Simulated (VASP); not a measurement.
**BC6: single point with PBE**

BC6:

```
C B
1.0
     4.97300   -0.19666    0.02259
    -0.19666    4.92961   -0.10694
     0.02259   -0.10694    4.82446
C B
12 2
Direct
  0.39166 0.93503 0.32054
  0.48557 0.20600 0.87044
  0.61712 0.61515 0.58164
  0.09513 0.57891 0.17008
  0.89615 0.98340 0.33946
  0.09982 0.62389 0.66098
  0.82603 0.49500 0.70034
  0.64770 0.85887 0.41407
  0.12476 0.79105 0.41397
  0.34382 0.99249 0.02654
  0.75804 0.31001 0.91226
  0.18348 0.73794 0.93554
  0.36594 0.44421 0.69024
  0.93604 0.26952 0.15499
```

```json
{"Program": "VASP 6.6.1", "Task": "single point", "Functional": "PBE", "Potentials or basis": "VASP PAW PBE potentials, release 64 (C, B)", "Cutoff": "520 eV", "k mesh": "1 × 1 × 1, shifted", "Occupations": "fermi-dirac, width 0.05 eV", "Spin": "no spin polarisation"}
```

| Quantity | Value |
| --- | --- |
| Pressure | -3.9 GPa |
| Largest force | 2.771 eV/Å |

Forces on the atoms (eV/Å):
```
C    0.248  0.418 -0.658
C   -2.636  0.813 -0.260
C   -0.607 -0.504  0.188
C    0.002 -0.028 -0.693
C    0.501  0.701  0.077
C    1.441 -1.081  1.785
C    0.764  1.140 -0.907
C   -0.620 -0.038 -0.025
C    0.052 -0.020 -1.703
C    0.846 -0.476  0.970
C   -0.272 -0.885 -0.118
C   -0.376 -0.072  0.916
B   -0.411  0.450 -0.491
B    1.069 -0.419  0.919
```

Stress tensor (GPa, compression positive):
```
 17.26  -0.69  -0.38
 -0.69 -30.15  11.80
 -0.38  11.80   1.16
```

Levels at points of the mesh, in eV from the Fermi level:
| k point | band 23 | band 24 | band 25 | band 26 | band 27 | band 28 | band 29 | band 30 | band 31 | band 32 |
| --- | --- | --- | --- | --- | --- | --- | --- | --- | --- | --- |
| (0.25, 0.25, 0.25) | -3.33 | -2.42 | -1.92 | -1.26 | -0.45 | 0.45 | 1.32 | 2.61 | 3.48 | 4.29 |

Wall time 28 s on 1 thread of Intel Xeon 8259CL (shared host), peak memory 0.18 GiB.

Caveat: the atoms stand as in a frame of molecular dynamics.
